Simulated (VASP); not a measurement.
FeO:

```
CELL_PARAMETERS angstrom
-1.56940 1.56940 2.04086
1.56940 -1.56940 2.04086
1.56940 1.56940 -2.04086
ATOMIC_POSITIONS crystal
Fe 0.00000 0.00000 0.00000
O 0.50000 0.50000 0.00000
```

Base run:

* Program: VASP 6.6.1
* Functional: PBEsol
* Potentials or basis: VASP PAW PBE potentials, release 64 (Fe, O)
* Cutoff: 520 eV
* k mesh: 12 × 12 × 12
* Occupations: fermi-dirac, width 0.05 eV
* Spin: collinear spin, ferromagnetic start
* Starting moments: [3.0, 0.0] μB

Its results: pressure -6.7 GPa; net moment 3.99 μB per cell; site moments Fe +3.60; O +0.31 μB.

Task: The run is repeated on the same cell with these changes: functional from PBEsol to LDA; potentials or basis from VASP PAW PBE potentials, release 64 (Fe, O) to VASP PAW LDA potentials, release 64 (Fe, O). What comes out?

Result: Pressure -14.8 GPa; net moment 3.91 μB per cell; site moments Fe +3.50; O +0.30 μB.

Caveats: a cell with one magnetic atom can't hold antiferromagnetic order, which such compounds often take; the PAW data sets were made with another functional, which shifts forces and pressure a little (some runs).
